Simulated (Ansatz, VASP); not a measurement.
One calculation of Co, two programs

```
Co
1.0
     2.51853    0.00000    0.00000
    -1.25926    2.18111    0.00000
     0.00000    0.00000    8.17168
Co
4
Direct
  0.00000 0.00000 0.00000
  0.00000 0.00000 0.50000
  0.33333 0.66667 0.25000
  0.66667 0.33333 0.75000
```

Alike in both runs: task single point; functional RPBE; k mesh 16 × 16 × 5; occupations fermi-dirac, width 0.05 eV; collinear spin.

```csv
,VASP,Ansatz
version,VASP 6.6.1,Ansatz 0.2.0
potentials or method,"VASP PAW PBE potentials, release 64 (Co), cutoff 520 eV","plane waves (420 eV) with PAW, scalar-relativistic"
valence electrons in the cell,36,68
```

|  | VASP | Ansatz | Ansatz less VASP |
| --- | --- | --- | --- |
| pressure (GPa) | -0.9 | -0.3 | +0.56 |
| traceless stress, the component that is largest in VASP (GPa) | -0.27 | -0.25 | +0.025 |
| net moment per atom (μB) | 1.66 | 1.67 | +0.013 |
| size of the moment on the site where the two differ most (μB) | 1.70 | 1.77 | +0.069 |

VASP's potentials were made for PBE, not for RPBE. Site moments also hang on the region over which each program counts them. The functional is the same, so the differences come from potentials, cutoffs and numerics. VASP's potentials hold 36 valence electrons a cell and Ansatz's 68, so a difference there can come from the potentials and not from the codes.
